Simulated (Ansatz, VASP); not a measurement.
This is a calculation of CoO for Ansatz 0.2.0.

input.yaml

```yaml
crystal:
  lattice:
    - [0.0, 2.3744827694, 2.3744827694]
    - [2.3744827694, 0.0, 2.3744827694]
    - [2.3744827694, 2.3744827694, 0.0]
  atoms:
    - { symbol: Co, position: [0.0, 0.0, 0.0], spin: 3.0 }
    - { symbol: O, position: [0.25, 0.25, 0.25] }
kpoints:
  mp_grid: { grid: [10, 10, 10] }
scf:
  occupations: { method: fermi_dirac, width: 0.05 }
hamiltonian:
  xc: pbe
  pseudopotentials: { kind: all_electron, lapw: { basis_error: 0.0005 } }
magnetization:
  spin_polarized: true
output:
  forces: true
  stress: true
  eigenvalues: true
```

Potentials or basis: all-electron LAPW, scalar-relativistic.

The run is started by

```sh
$ ansatz run input.yaml --threads 2 --pin off --max-ram 6144MiB --backend cpu --events-out ev --progress --plain --runs-dir out
```

Set up the same calculation for VASP 6.6.1. Potentials there: VASP PAW PBE potentials, release 64 (Co, O).

As run (the cutoff follows the program's own potentials):

File INCAR:

```
PREC     = Accurate       # precision mode
ENCUT    = 520            # plane-wave cutoff, eV
EDIFF    = 1E-6           # SCF threshold, eV
ISMEAR   = -1             # smearing method
SIGMA    = 0.05           # smearing width, eV
LREAL    = F              # projectors in reciprocal space
LASPH    = T              # aspherical terms in the spheres
NELM     = 150            # most SCF steps
ALGO     = Normal         # electronic algorithm
ISIF     = 2              # what is computed and relaxed
LWAVE    = F              # write WAVECAR
LCHARG   = F              # write CHGCAR
ISPIN    = 2              # spin polarisation
MAGMOM   = 3 0            # initial moments
LORBIT   = 11             # projections on sites
LMAXMIX  = 4              # l up to which the mixer works
GGA      = PE             # functional
NBANDS   = 18             # bands
```

The input KPOINTS:

```
Automatic mesh
0
Gamma
  10 10 10
```

Contents of POSCAR:

```
CoO
1.0
    0.0000000000      2.3744827694      2.3744827694
    2.3744827694      0.0000000000      2.3744827694
    2.3744827694      2.3744827694      0.0000000000
Co O
1 1
Direct
    0.0000000000      0.0000000000      0.0000000000
    0.2500000000      0.2500000000      0.2500000000
```

Potentials or basis: VASP PAW PBE potentials, release 64 (Co, O).

Launch:

```console
$ cat potpaw_PBE.64/Co/POTCAR potpaw_PBE.64/O/POTCAR > POTCAR
$ mpirun -np 1 vasp_std > vasp.out
```

Both were run:

|  | VASP | Ansatz | Ansatz less VASP |
| --- | --- | --- | --- |
| pressure (GPa) | -15.0 | -14.8 | +0.23 |
| net moment per atom (μB) | 1.50 | 1.50 | +0.001 |
| size of the moment on the site where the two differ most (μB) | 0.32 | 0.33 | +0.009 |

Site moments also hang on the region over which each program counts them. Ansatz ran all-electron here, and VASP with PAW potentials.
